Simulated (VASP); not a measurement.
Re:

```
CELL_PARAMETERS angstrom
2.79713 0.00000 0.00000
-1.39857 2.42239 0.00000
0.00000 0.00000 4.51687
ATOMIC_POSITIONS crystal
Re 0.66667 0.33333 0.75000
Re 0.33333 0.66667 0.25000
```

Program: VASP 6.6.1. Alike in all runs: task single point; potentials or basis VASP PAW PBE potentials, release 64 (Re); no spin polarisation; cell as given; k mesh 11 × 11 × 6; cutoff (eV) 520; smearing fermi-dirac 0.05 eV.

Q: Order these runs on this cell by their pressure, lowest first.
A. level BLYP+D3(BJ)
B. level revPBE
C. level r2SCAN
D. level r2SCAN+D4

A: D (-16.3 GPa), C (-14.5 GPa), A (-10.0 GPa), B (-6.1 GPa).

Caveats: the cell stands under tension; the PAW data sets were made with another functional, which shifts forces and pressure a little; the dispersion term is far too large for a dense solid, which distorts pressure and volume (at least some runs).
